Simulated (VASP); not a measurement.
Runs of VASP 6.6.1 on BN. The structure is that of space group P6_3/mmc (No. 194), or close to it. The cells are those of the table. 

```tsv
cell	gap on the mesh (eV)	pressure (GPa)
a = 2.697, b = 2.697, c = 5.740 Å, angles 90.0, 90.0, 120.0°, 4 atoms	3.60	-38.4
a = 2.426, b = 2.426, c = 7.098 Å, angles 90.0, 90.0, 120.0°, 4 atoms	4.54	27.6
a = 2.294, b = 2.294, c = 7.934 Å, angles 90.0, 90.0, 120.0°, 4 atoms	4.14	79.6
a = 2.575, b = 2.575, c = 6.301 Å, angles 90.0, 90.0, 120.0°, 4 atoms	4.01	(b)
a = 2.464, b = 2.464, c = 6.881 Å, angles 90.0, 90.0, 120.0°, 4 atoms	4.41	15.3
a = 2.643, b = 2.643, c = 5.977 Å, angles 90.0, 90.0, 120.0°, 4 atoms	3.86	-29.1
a = 2.356, b = 2.356, c = 7.522 Å, angles 90.0, 90.0, 120.0°, 4 atoms	(a)	(c)
a = 2.538, b = 2.538, c = 6.482 Å, angles 90.0, 90.0, 120.0°, 4 atoms	4.14	-5.8
```

Alike in all rows: task single point; level PBE; potentials or basis VASP PAW PBE potentials, release 64 (B, N); no spin polarisation; k mesh 12 × 12 × 4; cutoff (eV) 520; smearing gaussian 0.05 eV.

Question: Fill in the values left out.

Answer: (a) 4.47; (b) -14.6; (c) 53.1.

Caveats: this functional lacks dispersion, which binds the layers, so the pressure and a relaxed spacing across them are unreliable.

A k mesh can miss the band edges.
